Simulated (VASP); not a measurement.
# Mg (P6_3/mmc) in VASP: a series of runs

The runs below take Mg through single point, with PBE.

All numbers are computed with VASP 6.6.1; they aren't measurements. Logs are shortened: lines on timing, memory, paths and dates and some standing lists are left out, and cuts for length are marked.

## (1) The cell of the first run

Symmetry: P6_3/mmc, No. 194, hexagonal system. The conventional cell has a = 3.144 Å, b = 3.144 Å, c = 5.104 Å, α = 90.00°, β = 90.00°, γ = 120.00°. Within 4.1 Å of Mg (site symmetry -6m2) lie 12 Mg at 3.13 to 3.14 Å.

## (2) Single point, PBE

INCAR reads:

```
SYSTEM = Mg
ALGO = Normal
EDIFF = 1E-6
ENCUT = 520
GGA = PE
ISIF = 2
ISMEAR = 1
LASPH = .True.
LCHARG = .False.
LREAL = .False.
LWAVE = .False.
NBANDS = 9
NELM = 60
PREC = Accurate
SIGMA = 0.1
```

KPOINTS reads:

```
k-points
0
Gamma
  10 10 6
  0 0 0
```

POSCAR reads:

```
Mg
1.0
    3.1437856987      0.0000000000      0.0000000000
   -1.5718928494      2.7225979575      0.0000000000
    0.0000000000      0.0000000000      5.1039375022
Mg
2
Direct
    0.3333333333      0.6666666667      0.2500000000
    0.6666666667      0.3333333333      0.7500000000
```

Potentials or basis: VASP PAW PBE potentials, release 64 (Mg).

Command:

```
> cat potpaw_PBE.64/Mg/POTCAR > POTCAR
> mpirun -np 1 vasp_std > vasp.out
```

OUTCAR:

```text
SYSTEM = Mg
   EDIFF = 1E-6
   ENCUT = 520
   GGA = PE
   ISIF = 2
   ISMEAR = 1
   LASPH = .True.
   LREAL = .False.
   NELM = 60
   PREC = Accurate

 ion  position               nearest neighbor table
   1  0.333  0.667  0.250-   2 3.13   2 3.13   2 3.13   2 3.13   2 3.13   2 3.13
   2  0.667  0.333  0.750-   1 3.13   1 3.13   1 3.13   1 3.13   1 3.13   1 3.13

  LATTYP: Found a hexagonal cell.
 ALAT       =     3.1437856987
 C/A-ratio  =     1.6235004518

  Lattice vectors:

 A1 = (   3.1437856987,   0.0000000000,   0.0000000000)
 A2 = (  -1.5718928494,   2.7225979575,   0.0000000000)
 A3 = (   0.0000000000,   0.0000000000,   5.1039375022)

Analysis of symmetry for initial positions (statically):
=====================================================================
 Subroutine PRICEL returns:
 Original cell was already a primitive cell.

 Routine SETGRP: Setting up the symmetry group for a
 hexagonal supercell.

 Subroutine GETGRP returns: Found 24 space group operations
 (whereof 12 operations were pure point group operations)
 out of a pool of 24 trial point group operations.

The static configuration has the point symmetry D_3d.
 The point group associated with its full space group is D_6h.

Analysis of symmetry for dynamics (positions and initial velocities):
=====================================================================
 Subroutine PRICEL returns:
 Original cell was already a primitive cell.

 Routine SETGRP: Setting up the symmetry group for a
 hexagonal supercell.

 Subroutine GETGRP returns: Found 24 space group operations
 (whereof 12 operations were pure point group operations)
 out of a pool of 24 trial point group operations.

The dynamic configuration has the point symmetry D_3d.
 The point group associated with its full space group is D_6h.

 Subroutine INISYM returns: Found 24 space group operations
 (whereof 12 operations are pure point group operations),
 and found     1 'primitive' translations

----------------------------------------------------------------------------------------

                                     Primitive cell

  volume of cell :      43.6860

  direct lattice vectors                    reciprocal lattice vectors
     3.143785699  0.000000000  0.000000000     0.318087839  0.183648121  0.000000000
    -1.571892849  2.722597958  0.000000000     0.000000000  0.367296243  0.000000000
     0.000000000  0.000000000  5.103937502     0.000000000  0.000000000  0.195927164

  length of vectors
     3.143785699  3.143785420  5.103937502     0.367296210  0.367296243  0.195927164

  position of ions in fractional coordinates (direct lattice)
     0.333333333  0.666666667  0.250000000
     0.666666667  0.333333333  0.750000000

  ion indices of the primitive-cell ions
   primitive index   ion index
                 1           1
                 2           2

----------------------------------------------------------------------------------------

 KPOINTS: k-points

Automatic generation of k-mesh.
 Grid dimensions read from file:
 generate k-points for:   10   10    6

 Generating k-lattice:

  Cartesian coordinates                     Fractional coordinates (reciprocal lattice)
     0.031808784  0.018364812  0.000000000     0.100000000  0.000000000  0.000000000
     0.000000000  0.036729624  0.000000000     0.000000000  0.100000000  0.000000000
     0.000000000  0.000000000  0.032654527     0.000000000  0.000000000  0.166666667

  Length of vectors
     0.036729621  0.036729624  0.032654527

  Shift w.r.t. Gamma in fractional coordinates (k-lattice)
     0.000000000  0.000000000  0.000000000

 Subroutine IBZKPT returns following result:
 ===========================================

 Found     56 irreducible k-points:

 Following reciprocal coordinates:
            Coordinates               Weight
  0.000000  0.000000  0.000000      1.000000
  0.100000 -0.000000  0.000000      6.000000
  0.200000 -0.000000  0.000000      6.000000
  0.300000 -0.000000  0.000000      6.000000
  0.400000 -0.000000  0.000000      6.000000
  0.500000 -0.000000  0.000000      3.000000
[... 16 lines left out ...]
  0.300000  0.100000  0.166667     24.000000
  0.400000  0.100000  0.166667     24.000000
 [... further k-points ...]
   k-points           NKPTS =     56   k-points in BZ     NKDIM =     56   number of bands    NBANDS=      9
   number of dos      NEDOS =    301   number of ions     NIONS =      2
   total plane-waves  NPLWV =  23040
   dimension x,y,z NGX =    24 NGY =   24 NGZ =   40
   dimension x,y,z NGXF=    48 NGYF=   48 NGZF=   80
   ions per type =               2
   NGX,Y,Z   is equivalent  to a cutoff of  12.69, 12.69, 13.03 a.u.
   NGXF,Y,Z  is equivalent  to a cutoff of  25.38, 25.38, 26.06 a.u.
 SYSTEM =  Mg
   PREC   = accura    normal or accurate (medium, high low for compatibility)
   ISTART =      0    job   : 0-new  1-cont  2-samecut
   ICHARG =      2    charge: 1-file 2-atom 10-const
   ISPIN  =      1    spin polarized calculation?
   LNONCOLLINEAR =      F non collinear calculations
   LSORBIT =      F    spin-orbit coupling
   LASPH  =      T    aspherical Exc in radial PAW
   ENCUT  =  520.0 eV  38.22 Ry    6.18 a.u.   5.85  5.85  9.49*2*pi/ulx,y,z
   NELM   =     60;   NELMIN=  2; NELMDL= -5     # of ELM steps
   EDIFF  = 0.1E-05   stopping-criterion for ELM
   LREAL  =      F    real-space projection
   EDIFFG = 0.1E-04   stopping-criterion for IOM
   NSW    =      0    number of steps for IOM
   IBRION =     -1    ionic relax: 0-MD 1-quasi-New 2-CG
   NFREE  =      0    steps in history (QN), initial steepest desc. (CG)
   ISIF   =      2    stress and relaxation
   ISYM   =      2    0-nonsym 1-usesym 2-fastsym
   POTIM  = 0.5000    time-step for ionic-motion
   TEBEG  =    0.0;   TEEND  =   0.0 temperature during run
   PSTRESS=    0.0 pullay stress
   NELECT =       4.0000    total number of electrons
   NUPDOWN=      -1.0000    fix difference up-down
   EMIN   =  10.00;   EMAX   =-10.00  energy-range for DOS
   EFERMI =   0.00;   METHOD = LEGACY
   ISMEAR =     1;   SIGMA  =   0.10  broadening in eV -4-tet -1-fermi 0-gaus
   EFERMI_NEDOS =   21; number of points for ismear=-14 and -15
   IALGO  =     38    algorithm
   IMIX   =      4    mixing-type and parameters
     AMIX     =   0.40;   BMIX     =  1.00
     AMIX_MAG =   1.60;   BMIX_MAG =  1.00
  volume/ion in A,a.u.               =      21.84       147.40
  Fermi-wavevector in a.u.,A,eV,Ry     =   0.737872  1.394375  7.407757  0.544455
  Thomas-Fermi vector in A             =   1.831658
   LORBIT       =      0    0 simple, 1 ext, 2 COOP (PROOUT), +10 PAW based schemes
   GGA     = PE    functional components
   LHFCALC =     F    Hartree Fock is set to
   AEXX    =    0.0000 exact exchange contribution
   IVDW    =     0    specifies the selected vdW correction
   LEPSILON=     F    determine dielectric tensor
   LRPA    =     F    only Hartree local field effects (RPA)
 non-spin polarized calculation
 Methfessel and Paxton  Order N= 1 SIGMA  =   0.10
  energy-cutoff  :      520.00
  volume of cell :       43.69
 maximum number of plane-waves:      1192
 NGX is ok and might be reduce to    24
   NGX = 11   NGY = 11   NGZ = 19

 number of electron       4.0000000 magnetization

 Free energy of the ion-electron system (eV)
  ---------------------------------------------------
  ext. energy  EPLUGINS =         0.00000000
  ---------------------------------------------------
  free energy    TOTEN  =        -2.99367865 eV

  energy without entropy =       -2.99144580  energy(sigma->0) =       -2.99293437

 E-fermi :   3.0075     XC(G=0):  -8.6459

 val. band max:        2.9804808362   @ k =   0.2000   0.1000   0.0000
 cond. band min:       3.0310741102   @ k =   0.4000   0.2000   0.5000
 fundamental gap:      0.0505932739
 Fermi energy:         3.0074776982

 k-point     1 :       0.0000    0.0000    0.0000
  band No.  band energies     occupation
      1      -4.2503      2.00000
      2       1.1322      2.00000
      3       1.6598      2.00000
      4      14.1288      0.00000
      5      14.1288      0.00000
      6      14.3452      0.00000
      7      14.3452      0.00000
      8      15.0205      0.00000
      9      16.7870      0.00000

 k-point     2 :       0.1000   -0.0000    0.0000
  band No.  band energies     occupation
      1      -4.0469      2.00000
      2       1.3172      2.00000
      3       1.8563      2.00000
      4      11.2996      0.00000
      5      12.7251      0.00000
      6      13.5037      0.00000
      7      15.9610      0.00000
      8      15.9842      0.00000
      9      16.1034      0.00000

 k-point     3 :       0.2000   -0.0000    0.0000
  band No.  band energies     occupation
      1      -3.4392      2.00000
      2       1.8726      2.00000
      3       2.4324      2.00000
      4       8.2462      0.00000
      5      11.5483      0.00000
      6      11.9294      0.00000
      7      13.0598      0.00000
      8      14.4936      0.00000
      9      16.1280      0.00000

 k-point     4 :       0.3000   -0.0000    0.0000
  band No.  band energies     occupation
      1      -2.4355      2.00000
      2       2.7999      2.01240
      3       3.2906     -0.00047
      4       5.5677      0.00000
      5      10.2177      0.00000
      6      10.2777      0.00000
      7      10.7086      0.00000
      8      12.8182      0.00000
      9      15.1712      0.00000
[... 205 lines left out ...]
 k-point    22 :       0.2000    0.1000    0.1667
  band No.  band energies     occupation
      1      -2.6772      2.00000
      2       1.0317      2.00000
      3       4.6173     -0.00000
      4       7.1153      0.00000
      5       8.8719      0.00000
      6      10.6609      0.00000
      7      12.3361      0.00000
      8      13.8683      0.00000
      9      14.6637      0.00000

 k-point    23 :       0.3000    0.1000    0.1667
  band No.  band energies     occupation
      1      -1.4844      2.00000
      2       2.1421      2.00000
      3       4.2772     -0.00000
      4       5.9437      0.00000
      5       7.5643      0.00000
      6       8.6924      0.00000
      7      11.3091      0.00000
      8      12.0489      0.00000
      9      14.1611      0.00000

 k-point    24 :       0.4000    0.1000    0.1667
  band No.  band energies     occupation
      1       0.0783      2.00000
      2       1.9537      2.00000
      3       3.7938     -0.00000
      4       5.5807      0.00000
      5       7.0334      0.00000
      6       8.1438      0.00000
      7       9.6940      0.00000
      8      11.4599      0.00000
      9      13.8075      0.00000

 [... further k-points ...]
[... 5 lines left out ...]
  --------------------------------------------------------------------------------------
  -------------------------------------------------------------------------------------
  Total        0.4665949      0.4665948      0.6979678     -0.0000000      0.0000000      0.0000000
  in kB       17.1123144     17.1123103     25.5978893     -0.0000000      0.0000000      0.0000000
  external PRESSURE =      19.9408380 kB  Pullay stress =       0.0000000 kB

 VOLUME and BASIS-vectors are now :
 -----------------------------------------------------------------------------
  energy-cutoff  :      520.00
  volume of cell :       43.69
      direct lattice vectors                 reciprocal lattice vectors
     3.143785699  0.000000000  0.000000000     0.318087839  0.183648121  0.000000000
    -1.571892849  2.722597958  0.000000000     0.000000000  0.367296243  0.000000000
     0.000000000  0.000000000  5.103937502     0.000000000  0.000000000  0.195927164

 POSITION                                       TOTAL-FORCE (eV/Angst)
 -----------------------------------------------------------------------------------
     -0.00000      1.81507      1.27598         0.000000     -0.000000      0.000000
      1.57189      0.90753      3.82795        -0.000000      0.000000      0.000000
 -----------------------------------------------------------------------------------
    total drift:                                0.000000     -0.000000      0.000000

  FREE ENERGIE OF THE ION-ELECTRON SYSTEM (eV)
  ---------------------------------------------------
  free  energy   TOTEN  =        -2.9936786516 eV

  energy  without entropy=       -2.9914458011  energy(sigma->0) =       -2.99293437
```

It took 17 s on 1 thread of Intel Xeon 8259CL, shared host; peak memory 0.16 GiB.

Results:

```yaml
Free_energy: -2.9937 eV
Pressure: 2.0 GPa
Band_gap_on_the_k_mesh: zero (bands 2 and 3 overlap by 1.88 eV)
```

Levels at points of the mesh, in eV from the Fermi level:
| k point | band 1 | band 2 | band 3 | band 4 | band 5 |
| --- | --- | --- | --- | --- | --- |
| (0.00, 0.00, 0.00) | -7.26 | -1.88 | -1.35 | 11.12 | 11.12 |
| (0.50, 0.00, 0.00) | -2.34 | -2.29 | 2.63 | 2.93 | 3.32 |
| (0.00, 0.00, 0.50) | -5.82 | -5.82 | 5.08 | 5.08 | 11.87 |
| (0.50, 0.00, 0.50) | -1.27 | -1.27 | -0.54 | -0.54 | 8.09 |

## (3) Single point, PBE

This run uses another cell than the first one, of 22.54 Å³/atom.

INCAR reads:

```
SYSTEM = Mg
ALGO = Normal ; EDIFF = 1E-6
ENCUT = 520 ; GGA = PE
ISIF = 2 ; ISMEAR = 1
LASPH = .TRUE. ; LCHARG = .TRUE.
LELF = .TRUE. ; LREAL = .FALSE.
LVHAR = .TRUE. ; LWAVE = .FALSE.
NBANDS = 9 ; NELM = 60
PREC = Accurate ; SIGMA = 0.1
```

KPOINTS reads:

```
k-points
0
G
  10 10 6
  0 0 0
```

POSCAR reads:

```
Mg
1.0
    3.1768806118      0.0000000000      0.0000000000
   -1.5884403059      2.7512589895      0.0000000000
    0.0000000000      0.0000000000      5.1576671086
Mg
2
Direct
    0.3333333333      0.6666666667      0.2500000000
    0.6666666667      0.3333333333      0.7500000000
```

Potentials or basis: VASP PAW PBE potentials, release 64 (Mg).

Command:

```
> cat potpaw_PBE.64/Mg/POTCAR > POTCAR
> mpirun -np 1 vasp_std > vasp.out
```

Wall time 18 s (1 thread of Intel Xeon 8259CL, shared host); peak memory 0.17 GiB.

It converged, with:

* Free energy: -3.0053 eV
* Pressure: 0.7 GPa
* Band gap on the k mesh: zero (bands 2 and 3 overlap by 1.89 eV)

Stress tensor (GPa, compression positive):
```
0.37 0.00 0.00
0.00 0.37 0.00
0.00 0.00 1.40
```

Levels at points of the mesh, in eV from the Fermi level:
```csv
k point,band 1,band 2,band 3,band 4,band 5,band 6
"(0.00, 0.00, 0.00)",-7.12,-1.82,-1.35,10.94,10.94,11.09
"(0.50, 0.00, 0.00)",-2.28,-2.26,2.58,2.92,3.22,3.63
"(0.00, 0.00, 0.50)",-5.71,-5.71,4.98,4.98,11.69,11.69
"(0.50, 0.00, 0.50)",-1.23,-1.23,-0.55,-0.55,7.98,7.98
```
